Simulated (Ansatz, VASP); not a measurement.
**GaN: VASP beside Ansatz**

POSCAR

```
GaN
1.0
    3.1799996605      0.0000000000      0.0000000000
   -1.5899998303      2.7539604900      0.0000000000
    0.0000000000      0.0000000000      5.1660000000
Ga N
2 2
Direct
    0.3543703306      0.6771851653      0.0157777479
    0.6877036639      0.3438518319      0.5157777479
    0.3333333333      0.6666666667      0.3750000000
    0.6666666667      0.3333333333      0.8750000000
```

The input INCAR.step1:

```
SYSTEM = GaN
  ALGO = Normal
  EDIFF = 1E-4
  ENCUT = 520
  GGA = PE
  ISMEAR = 0
  LASPH = .TRUE.
  LCHARG = .FALSE.
  LREAL = .FALSE.
  LWAVE = .TRUE.
  NBANDS = 26
  NELM = 60
  PREC = Accurate
  SIGMA = 0.05
```

Contents of INCAR.step2:

```
SYSTEM = GaN
  ALGO = Normal
  EDIFF = 1E-6
  ENCUT = 520
  ISIF = 2
  ISMEAR = 0
  ISTART = 1
  LASPH = .TRUE.
  LCHARG = .FALSE.
  LMIXTAU = .TRUE.
  LREAL = .FALSE.
  LWAVE = .FALSE.
  METAGGA = R2SCAN
  NBANDS = 26
  NELM = 60
  PREC = Accurate
  SIGMA = 0.05
```

File KPOINTS:

```
k-points
0
G
  12 12 6
  0 0 0
```

Input for Ansatz:

```yaml
crystal:
  lattice:
    - [3.1799996605, 0.0, 0.0]
    - [-1.5899998303, 2.75396049, 0.0]
    - [0.0, 0.0, 5.166]
  atoms:
    - { symbol: Ga, position: [0.3543703306, 0.6771851653, 0.0157777479] }
    - { symbol: Ga, position: [0.6877036639, 0.3438518319, 0.5157777479] }
    - { symbol: "N", position: [0.3333333333, 0.6666666667, 0.375] }
    - { symbol: "N", position: [0.6666666667, 0.3333333333, 0.875] }
basis:
  ecutwfc: 500
kpoints:
  mp_grid: { grid: [12, 12, 6] }
hamiltonian:
  xc: r2scan
scf:
  occupations: { method: gaussian, width: 0.05 }
output:
  forces: true
  stress: true
  eigenvalues: true
  write_density: true
  write_potential: true
  elf: true
  volumetric_format: npy
```

Change from the starting cell: all Ga atoms moved -0.100 Å, as atom 1 towards its neighbour atom 2 (Ga) at 3.169 Å.

Alike in both runs: task single point; functional r2SCAN; k mesh 12 × 12 × 6; occupations gaussian, width 0.05 eV; no spin polarisation.

|  | VASP | Ansatz |
| --- | --- | --- |
| version | VASP 6.6.1 | Ansatz 0.2.0 |
| potentials or method | VASP PAW PBE potentials, release 64 (Ga_d, N), cutoff 520 eV | scalar-relativistic, plane waves, PAW |
| valence electrons in the cell | 36 | 36 |

Ansatz gave:

```
gap on the k mesh at the Fermi level (eV)                     : 2.26
least direct gap on the mesh (eV)                             : 2.26
pressure (GPa)                                                : 2.3
traceless stress, the component that is largest in VASP (GPa) : 8.89
rms of the force components (eV/Å)                            : 0.877
```

Task: What did VASP give for the same quantities?

Result: gap on the k mesh at the Fermi level (eV): 2.26; least direct gap on the mesh (eV): 2.26; pressure (GPa): 3.4; traceless stress, the component that is largest in VASP (GPa): 9.20; rms of the force components (eV/Å): 0.888.

VASP's potentials were made for PBE, not for r2SCAN. Atom by atom the forces differ by 0.013 eV/Å (rms over components).
